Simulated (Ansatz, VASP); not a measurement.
# ZnO in VASP and in Ansatz

Contents of POSCAR:

```
ZnO
1.0
    3.1606337320      0.0000000000      0.0000000000
   -1.5803168660      2.7371891040      0.0000000000
    0.0000000000      0.0000000000     10.2588155082
Zn O
4 4
Direct
    0.0000000000      0.0000000000     -0.0006159377
    0.3333333333      0.6666666667      0.2495637823
    0.0000000000      0.0000000000      0.4993840623
    0.6666666667      0.3333333333      0.7495637823
    0.0000000000      0.0000000000      0.1881525681
    0.3333333333      0.6666666667      0.4378995872
    0.0000000000      0.0000000000      0.6881525681
    0.6666666667      0.3333333333      0.9378995872
```

The input INCAR.step1:

```
SYSTEM = ZnO
PREC     = Accurate       ! precision mode
ENCUT    = 520            ! plane-wave cutoff, eV
ISMEAR   = 0              ! smearing method
SIGMA    = 0.01           ! smearing width, eV
LREAL    = .FALSE.        ! projectors in reciprocal space
LASPH    = .TRUE.         ! aspherical terms in the spheres
NELM     = 80             ! most SCF steps
NBANDS   = 46             ! bands
GGA      = PE             ! functional
ALGO     = Normal         ! electronic algorithm
EDIFF    = 1E-4           ! SCF threshold, eV
LWAVE    = .TRUE.         ! write WAVECAR
LCHARG   = .FALSE.        ! write CHGCAR
```

INCAR.step2

```
SYSTEM = ZnO
PREC     = Accurate       ! precision mode
ENCUT    = 520            ! plane-wave cutoff, eV
EDIFF    = 1E-6           ! SCF threshold, eV
ISMEAR   = 0              ! smearing method
SIGMA    = 0.01           ! smearing width, eV
LREAL    = .FALSE.        ! projectors in reciprocal space
LASPH    = .TRUE.         ! aspherical terms in the spheres
NELM     = 80             ! most SCF steps
ALGO     = Normal         ! electronic algorithm
ISIF     = 2              ! what is computed and relaxed
LWAVE    = .FALSE.        ! write WAVECAR
LCHARG   = .FALSE.        ! write CHGCAR
METAGGA  = R2SCAN         ! meta-GGA
LMIXTAU  = .TRUE.       
NBANDS   = 46             ! bands
ISTART   = 1
```

The input KPOINTS:

```
regular mesh
0
G
  9 9 2
  0 0 0
```

Input for Ansatz:

```yaml
crystal:
  lattice:
    - [3.160633732, 0.0, 0.0]
    - [-1.580316866, 2.737189104, 0.0]
    - [0.0, 0.0, 10.2588155082]
  atoms:
    - { symbol: Zn, position: [0.0, 0.0, -0.0006159377] }
    - { symbol: Zn, position: [0.3333333333, 0.6666666667, 0.2495637823] }
    - { symbol: Zn, position: [0.0, 0.0, 0.4993840623] }
    - { symbol: Zn, position: [0.6666666667, 0.3333333333, 0.7495637823] }
    - { symbol: O, position: [0.0, 0.0, 0.1881525681] }
    - { symbol: O, position: [0.3333333333, 0.6666666667, 0.4378995872] }
    - { symbol: O, position: [0.0, 0.0, 0.6881525681] }
    - { symbol: O, position: [0.6666666667, 0.3333333333, 0.9378995872] }
kpoints:
  mp_grid: { grid: [9, 9, 2] }
hamiltonian:
  xc: r2scan
scf:
  occupations: { method: fixed }
  n_extra_bands: 6
output:
  forces: true
  stress: true
  eigenvalues: true
```

Alike in both runs: task single point; functional r2SCAN; k mesh 9 × 9 × 2; no spin polarisation.

|  | VASP | Ansatz |
| --- | --- | --- |
| version | VASP 6.6.1 | Ansatz 0.2.0 |
| potentials or method | VASP PAW PBE potentials, release 64 (Zn, O) | plane waves, PAW |
| plane-wave cutoff (eV) | 520 | 500 |
| occupations | gaussian, width 0.01 eV | fixed |
| valence electrons in the cell | 72 | 72 |

|  | VASP | Ansatz | Ansatz less VASP |
| --- | --- | --- | --- |
| gap on the k mesh at the Fermi level (eV) | 1.27 | 1.27 | -0.002 |
| pressure (GPa) | 11.9 | 10.6 | -1.31 |
| traceless stress, the component that is largest in VASP (GPa) | 0.05 | -0.04 | -0.094 |
| rms of the force components (eV/Å) | 0.008 | 0.005 | -0.0028 |

VASP's potentials were made for PBE, not for r2SCAN. Atom by atom the forces differ by 0.003 eV/Å (rms over components).
